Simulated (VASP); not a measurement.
# V (I4/mmm) in VASP: electric field gradients with PBE

Aim: the electric field gradients of V with PBE.

Program: VASP 6.6.1. These are calculated values, not measurements. Logs are shortened: lines on timing, memory, paths and dates and some standing lists are left out, and cuts for length are marked.

## (1) The cell of the first run

Symmetry: I4/mmm, No. 139, tetragonal system. Conventional cell: a = 2.735 Å, b = 2.735 Å, c = 3.638 Å, α = 90.00°, β = 90.00°, γ = 90.00°. V (site symmetry 4/mmm) has 14 V at 2.66 to 3.64 Å within 3.7 Å.

## (2) Electric field gradients, PBE, collinear spin, ferromagnetic start (z stretched by -4 % at fixed volume)

INCAR

```
SYSTEM = V
ALGO = Normal
EDIFF = 1E-8
ENCUT = 520
GGA = PE
ISIF = 2
ISMEAR = -1
ISPIN = 2
LASPH = .True.
LCHARG = .False.
LEFG = .True.
LMAXMIX = 4
LORBIT = 11
LREAL = .False.
LWAVE = .False.
MAGMOM = 1.5
NBANDS = 16
NELM = 150
PREC = Accurate
SIGMA = 0.08
```

KPOINTS

```
k-points
0
Gamma
  15 15 15
  0 0 0
```

POSCAR

```
V
1.0
    0.0000000000      1.9340762762      1.8192000000
    1.9340762762      0.0000000000      1.8192000000
    1.9340762762      1.9340762762      0.0000000000
V
1
Direct
    0.0000000000      0.0000000000      0.0000000000
```

Potentials or basis: VASP PAW PBE potentials, release 64 (V_sv).

The run is started by

```sh
cat potpaw_PBE.64/V_sv/POTCAR > POTCAR
mpirun -np 1 vasp_std > vasp.out
```

OUTCAR:

```text
SYSTEM = V
   EDIFF = 1E-8
   ENCUT = 520
   GGA = PE
   ISIF = 2
   ISMEAR = -1
   ISPIN = 2
   LASPH = .True.
   LORBIT = 11
   LREAL = .False.
   NELM = 150
   PREC = Accurate

 ion  position               nearest neighbor table
   1  0.000  0.000  0.000-

  LATTYP: Found a body centered tetragonal cell.
 ALAT       =     2.7351969005
 C/A-ratio  =     1.3302150201

  Lattice vectors:

 A1 = (   0.0000000000,  -1.9340762762,  -1.8192000000)
 A2 = (   0.0000000000,   1.9340762762,  -1.8192000000)
 A3 = (   1.9340762762,   0.0000000000,   1.8192000000)

Analysis of symmetry for initial positions (statically):
=====================================================================
 Subroutine PRICEL returns:
 Original cell was already a primitive cell.

 Routine SETGRP: Setting up the symmetry group for a
 body centered tetragonal supercell.

 Subroutine GETGRP returns: Found 16 space group operations
 (whereof 16 operations were pure point group operations)
 out of a pool of 16 trial point group operations.

The static configuration has the point symmetry D_4h.

Analysis of symmetry for dynamics (positions and initial velocities):
=====================================================================
 Subroutine PRICEL returns:
 Original cell was already a primitive cell.

 Routine SETGRP: Setting up the symmetry group for a
 body centered tetragonal supercell.

 Subroutine GETGRP returns: Found 16 space group operations
 (whereof 16 operations were pure point group operations)
 out of a pool of 16 trial point group operations.

The dynamic configuration has the point symmetry D_4h.

Analysis of structural, dynamic, and magnetic symmetry:
=====================================================================
 Subroutine PRICEL returns:
 Original cell was already a primitive cell.

 Routine SETGRP: Setting up the symmetry group for a
 body centered tetragonal supercell.

 Subroutine GETGRP returns: Found 16 space group operations
 (whereof 16 operations were pure point group operations)
 out of a pool of 16 trial point group operations.

The overall configuration has the point symmetry D_4h.

 Subroutine INISYM returns: Found 16 space group operations
 (whereof 16 operations are pure point group operations),
 and found     1 'primitive' translations

----------------------------------------------------------------------------------------

                                     Primitive cell

  volume of cell :      13.6100

  direct lattice vectors                    reciprocal lattice vectors
     0.000000000  1.934076276  1.819200000    -0.258521345  0.258521345  0.274846086
     1.934076276  0.000000000  1.819200000     0.258521345 -0.258521345  0.274846086
     1.934076276  1.934076276  0.000000000     0.258521345  0.258521345 -0.274846086

  length of vectors
     2.655209913  2.655209913  2.735196900     0.457391454  0.457391454  0.457391454

  position of ions in fractional coordinates (direct lattice)
     0.000000000  0.000000000  0.000000000

  ion indices of the primitive-cell ions
   primitive index   ion index
                 1           1

----------------------------------------------------------------------------------------

 KPOINTS: k-points

Automatic generation of k-mesh.
 Grid dimensions read from file:
 generate k-points for:   15   15   15

 Generating k-lattice:

  Cartesian coordinates                     Fractional coordinates (reciprocal lattice)
    -0.017234756  0.017234756  0.018323072     0.066666667  0.000000000  0.000000000
     0.017234756 -0.017234756  0.018323072     0.000000000  0.066666667  0.000000000
     0.017234756  0.017234756 -0.018323072    -0.000000000 -0.000000000  0.066666667

  Length of vectors
[... 47 lines left out ...]
   ISTART =      0    job   : 0-new  1-cont  2-samecut
   ICHARG =      2    charge: 1-file 2-atom 10-const
   ISPIN  =      2    spin polarized calculation?
   LNONCOLLINEAR =      F non collinear calculations
   LSORBIT =      F    spin-orbit coupling
   LASPH  =      T    aspherical Exc in radial PAW
   ENCUT  =  520.0 eV  38.22 Ry    6.18 a.u.   4.94  4.94  5.09*2*pi/ulx,y,z
   NELM   =    150;   NELMIN=  2; NELMDL= -5     # of ELM steps
   EDIFF  = 0.1E-07   stopping-criterion for ELM
   LREAL  =      F    real-space projection
   EDIFFG = 0.1E-06   stopping-criterion for IOM
   NSW    =      0    number of steps for IOM
   IBRION =     -1    ionic relax: 0-MD 1-quasi-New 2-CG
   NFREE  =      0    steps in history (QN), initial steepest desc. (CG)
   ISIF   =      2    stress and relaxation
   ISYM   =      2    0-nonsym 1-usesym 2-fastsym
   POTIM  = 0.5000    time-step for ionic-motion
   TEBEG  =    0.0;   TEEND  =   0.0 temperature during run
   PSTRESS=    0.0 pullay stress
   NELECT =      13.0000    total number of electrons
   NUPDOWN=      -1.0000    fix difference up-down
   EMIN   =  10.00;   EMAX   =-10.00  energy-range for DOS
   EFERMI =   0.00;   METHOD = LEGACY
   ISMEAR =    -1;   SIGMA  =   0.08  broadening in eV -4-tet -1-fermi 0-gaus
   EFERMI_NEDOS =   21; number of points for ismear=-14 and -15
   IALGO  =     38    algorithm
   IMIX   =      4    mixing-type and parameters
     AMIX     =   0.40;   BMIX     =  1.00
     AMIX_MAG =   1.60;   BMIX_MAG =  1.00
  volume/ion in A,a.u.               =      13.61        91.84
  Fermi-wavevector in a.u.,A,eV,Ry     =   1.612266  3.046741 35.367013  2.599402
  Thomas-Fermi vector in A             =   2.707524
   LORBIT       =     11    0 simple, 1 ext, 2 COOP (PROOUT), +10 PAW based schemes
   GGA     = PE    functional components
   LHFCALC =     F    Hartree Fock is set to
   AEXX    =    0.0000 exact exchange contribution
   IVDW    =     0    specifies the selected vdW correction
   LEPSILON=     F    determine dielectric tensor
   LRPA    =     F    only Hartree local field effects (RPA)
 spin polarized calculation
  energy-cutoff  :      520.00
  volume of cell :       13.61
 maximum number of plane-waves:       378
   NGX =  9   NGY =  9   NGZ = 11

 number of electron      13.0000008 magnetization       0.0000453

 number of electron      13.0000008 magnetization      -0.0000094

 Free energy of the ion-electron system (eV)
  ---------------------------------------------------
  ext. energy  EPLUGINS =         0.00000000
  ---------------------------------------------------
  free energy    TOTEN  =        -8.79161932 eV

  energy without entropy =       -8.75547280  energy(sigma->0) =       -8.77354606

 E-fermi :   9.8669     XC(G=0): -12.8493

 val. band max:        9.8632706791   @ k =   0.3333  -0.0000   0.1333
 cond. band min:       9.8682289431   @ k =   0.1333   0.0667   0.0000
 fundamental gap:      0.0049582641
 Fermi energy:         9.8668819201

 spin component 1

 k-point     1 :       0.0000    0.0000    0.0000
  band No.  band energies     occupation
      1     -54.1462      1.00000
      2     -27.4737      1.00000
      3     -27.4691      1.00000
      4     -27.4691      1.00000
      5       3.0177      1.00000
      6       9.9107      0.36639
[... 435 lines left out ...]
      5       4.5208      1.00000
      6       9.4092      0.99673
[... 8 lines left out ...]
     15      38.3817      0.00000
     16      38.7225      0.00000

 [... further k-points ...]

 spin component 2

 k-point     1 :       0.0000    0.0000    0.0000
  band No.  band energies     occupation
      1     -54.1462      1.00000
      2     -27.4737      1.00000
      3     -27.4691      1.00000
      4     -27.4691      1.00000
      5       3.0177      1.00000
      6       9.9107      0.36641
[... 435 lines left out ...]
      5       4.5208      1.00000
      6       9.4092      0.99673
[... 8 lines left out ...]
     15      38.3817      0.00000
     16      38.7225      0.00000

 [... further k-points ...]

------------------------ aborting loop because EDIFF is reached ----------------------------------------

  FORCE on cell =-STRESS in cart. coord.  units (eV):
  Direction    XX          YY          ZZ          XY          YZ          ZX
  --------------------------------------------------------------------------------------
  -------------------------------------------------------------------------------------
  Total        0.7197280      0.7197280     -0.5517058      0.0000000      0.0000000      0.0000000
  in kB       84.7269014     84.7269014    -64.9472049      0.0000000      0.0000000      0.0000000
  external PRESSURE =      34.8355327 kB  Pullay stress =       0.0000000 kB

 VOLUME and BASIS-vectors are now :
 -----------------------------------------------------------------------------
  energy-cutoff  :      520.00
  volume of cell :       13.61
      direct lattice vectors                 reciprocal lattice vectors
     0.000000000  1.934076276  1.819200000    -0.258521345  0.258521345  0.274846086
     1.934076276  0.000000000  1.819200000     0.258521345 -0.258521345  0.274846086
     1.934076276  1.934076276  0.000000000     0.258521345  0.258521345 -0.274846086

 POSITION                                       TOTAL-FORCE (eV/Angst)
 -----------------------------------------------------------------------------------
      0.00000      0.00000      0.00000         0.000000      0.000000      0.000000
 -----------------------------------------------------------------------------------
    total drift:                               -0.000000     -0.000000     -0.000000

  FREE ENERGIE OF THE ION-ELECTRON SYSTEM (eV)
  ---------------------------------------------------
  free  energy   TOTEN  =        -8.7916193180 eV

  energy  without entropy=       -8.7554727951  energy(sigma->0) =       -8.77354606

 Electric field gradients (V/A^2)
---------------------------------------------------------------------
 ion       V_xx      V_yy      V_zz      V_xy      V_xz      V_yz
---------------------------------------------------------------------
   1      -6.529    -6.529    13.058    -0.002     0.003     0.003
---------------------------------------------------------------------

 Electric field gradients after diagonalization (V/A^2)
 (convention: |V_zz| > |V_xx| > |V_yy|)
----------------------------------------------------------------------
 ion       V_xx      V_yy      V_zz     asymmetry (V_yy - V_xx)/ V_zz
----------------------------------------------------------------------
   1      -6.530    -6.527    13.058       0.000
----------------------------------------------------------------------

           NMR quadrupolar parameters

 Cq : quadrupolar parameter    Cq=e*Q*V_zz/h
 eta: asymmetry parameters     (V_yy - V_xx)/ V_zz
 Q  : nuclear electric quadrupole moment in mb (millibarn)
----------------------------------------------------------------------
 ion       Cq(MHz)       eta       Q (mb)
----------------------------------------------------------------------
   1       0.032       0.000       1.000
----------------------------------------------------------------------

 total charge

# of ion       s       p       d       tot
------------------------------------------
    1        2.346   6.229   3.053  11.628

 magnetization (x)

# of ion       s       p       d       tot
------------------------------------------
    1       -0.000  -0.000  -0.000  -0.000
```

It took 56 s on 1 thread of AMD EPYC 9R45 (Zen 5), shared host; peak memory 0.17 GiB.

Results:

| Quantity | Value |
| --- | --- |
| Free energy | -8.7916 eV |
| Pressure | 3.5 GPa |
| Net moment | 0.00 μB per cell |
| Largest electric field gradient by atom | V +13.1 V/Å² |
| Valence electrons inside the program's atomic spheres | V 11.63 |

Electric field gradients, principal values (V/Å²):
```tsv
atom	least	middle	greatest (by size)
1 V	-6.527	-6.530	13.058
```

Caveat: the cell stands under pressure; without QUAD_EFG the Cq values of the log hold for a quadrupole moment of 1 mb, not for the nuclei.
